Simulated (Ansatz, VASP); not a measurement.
## One calculation of Fe, two programs

```xyz
2
Lattice="0.0000 3.5140 3.5140 1.7570 0.0000 1.7570 1.7570 1.7570 0.0000" Properties=species:S:1:pos:R:3 pbc="T T T"
Fe    0.0000    0.0000    0.0000
Fe    0.0000    1.7570    1.7570
```

Alike in both runs: task single point; functional r2SCAN; k mesh 7 × 14 × 14; occupations gaussian, width 0.1 eV; collinear spin.

|  | VASP | Ansatz |
| --- | --- | --- |
| version | VASP 6.6.1 | Ansatz 0.2.0 |
| potentials or method | VASP PAW PBE potentials, release 64 (Fe), cutoff 520 eV | PAW, plane waves, scalar-relativistic |
| valence electrons in the cell | 16 | 32 |

|  | VASP | Ansatz | Ansatz less VASP |
| --- | --- | --- | --- |
| pressure (GPa) | 10.7 | 1.1 | -9.64 |
| traceless stress, the component that is largest in VASP (GPa) | -5.06 | -2.32 | +2.746 |
| net moment per atom (μB) | 0.00 | 1.11 | +1.104 |
| size of the moment on the site where the two differ most (μB) | 2.38 | 0.34 | -2.034 |

The net moments are unlike, so the other rows may belong to different states. VASP's potentials were made for PBE, not for r2SCAN. Site moments also hang on the region over which each program counts them. VASP's potentials hold 16 valence electrons a cell and Ansatz's 32, so a difference there can come from the potentials and not from the codes. Ansatz's warnings: stability check not made.
